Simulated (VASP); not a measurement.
The system is Ir.

```
Ir
1.0
     0.00000    1.91970    1.91970
     1.91970    0.00000    1.91970
     1.91970    1.91970    0.00000
Ir
1
Direct
  0.00000 0.00000 0.00000
```

| Item | Value |
| --- | --- |
| Program | VASP 6.6.1 |
| Task | relaxation of cell and atoms |
| Functional | LDA |
| Potentials or basis | VASP PAW LDA potentials, release 64 (Ir) |
| Cutoff | 600 eV |
| k mesh | 18 × 18 × 18 |
| Occupations | gaussian, width 0.1 eV |
| Spin | no spin polarisation |

At the start: pressure -6.1 GPa; volume 14.15 Å³/atom.

**Question.** Where does the relaxation end?

**Answer.** Over 4 steps the energy falls by 4.3 meV/atom and the volume is 13.93 Å³/atom (-1.6 %); space group Fm-3m (No. 225, to 0.05 Å).

Step by step:
| step | energy change (eV) | largest force (eV/Å) | pressure (GPa) | volume (Å³) |
| --- | --- | --- | --- | --- |
| 1 | 0.0000 | 0.0000 | -6.11 | 14.15 |
| 2 | 0.0711 | 0.0000 | 30.07 | 13.07 |
| 3 | -0.0043 | 0.0000 | -0.19 | 13.93 |
| 4 | -0.0043 | 0.0000 | -0.02 | 13.93 |

Final structure:
```yaml
crystal:
  lattice:
    - [0.00000, 1.90968, 1.90968]
    - [1.90968, 0.00000, 1.90968]
    - [1.90968, 1.90968, 0.00000]
  atoms:
    - { symbol: Ir, position: [0.00000, 0.00000, 0.00000] }
```
